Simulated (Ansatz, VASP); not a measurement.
# Sr: VASP beside Ansatz

```xyz
1
Lattice="0.0000 3.2857 3.0423 3.2857 0.0000 3.0423 3.2857 3.2857 0.0000" Properties=species:S:1:pos:R:3 pbc="T T T"
Sr    0.0000    0.0000    0.0000
```

Change from the starting cell: strain +0.080 along x and y, +0.000 along z, atoms carried along.

Alike in both runs: task single point; functional PBEsol; k mesh 10 × 10 × 10; occupations gaussian, width 0.03 eV; no spin polarisation.

```csv
,VASP,Ansatz
version,VASP 6.6.1,Ansatz 0.2.0
potentials or method,"VASP PAW PBE potentials, release 64 (Sr_sv), cutoff 520 eV","scalar-relativistic, plane waves, PAW"
valence electrons in the cell,10,10
```

|  | VASP | Ansatz | Ansatz less VASP |
| --- | --- | --- | --- |
| gap on the k mesh at the Fermi level (eV) | none | none | - |
| pressure (GPa) | -1.9 | -2.0 | -0.01 |
| traceless stress, the component that is largest in VASP (GPa) | 0.17 | 0.17 | +0.003 |

VASP's potentials were made for PBE, not for PBEsol. A gap of «none» marks a metal or a gap that the smearing closes.
